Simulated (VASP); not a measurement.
Wanted: the native input for a VASP 6.6.1 run.

```
Task                   : single point
Functional             : PBE
Potentials or basis    : VASP PAW PBE potentials, release 64 (Pt)
Cutoff                 : 520 eV
k mesh                 : 11 × 11 × 11
Occupations            : fermi-dirac, width 0.1 eV
Spin                   : no spin polarisation
Dipole correction      : no
Further INCAR settings : ALGO = Normal; EDIFF = 1e-06; NBANDS = 11
```

The structure of Pt lies in POSCAR:

```
Pt
1.0
    0.0000000000      1.9579000000      1.9579000000
    1.9579000000      0.0000000000      1.9579000000
    1.9579000000      1.9579000000      0.0000000000
Pt
1
Direct
    0.0000000000      0.0000000000      0.0000000000
```

One way to write it, as run:

INCAR

```
PREC     = Accurate       # precision mode
ENCUT    = 520            # plane-wave cutoff, eV
EDIFF    = 1E-6           # SCF threshold, eV
ISMEAR   = -1             # smearing method
SIGMA    = 0.1            # smearing width, eV
LREAL    = F              # projectors in reciprocal space
LASPH    = T              # aspherical terms in the spheres
NELM     = 80             # most SCF steps
ALGO     = Normal         # electronic algorithm
ISIF     = 2              # what is computed and relaxed
LWAVE    = F              # write WAVECAR
LCHARG   = F              # write CHGCAR
GGA      = PE             # functional
NBANDS   = 11             # bands
```

KPOINTS

```
Automatic mesh
0
Gamma
  11 11 11
```

Potentials or basis: VASP PAW PBE potentials, release 64 (Pt).

The run is started by

```bash
$ cat potpaw_PBE.64/Pt/POTCAR > POTCAR
$ mpirun -np 1 vasp_std > vasp.out
```

Results of the run:

```yaml
Pressure: 11.0 GPa
Band_gap_on_the_k_mesh: zero (band 5 reaches 11.75 eV, above the bottom of band 6 at 9.62 eV)
```

Caveat: spin-orbit coupling is left out, which moves the levels of the heavy elements.

It took 5.9 s on 1 thread of AMD EPYC 9R45 96-Core Processor (Zen 5), with other jobs on the host, peak memory 0.11 GiB.
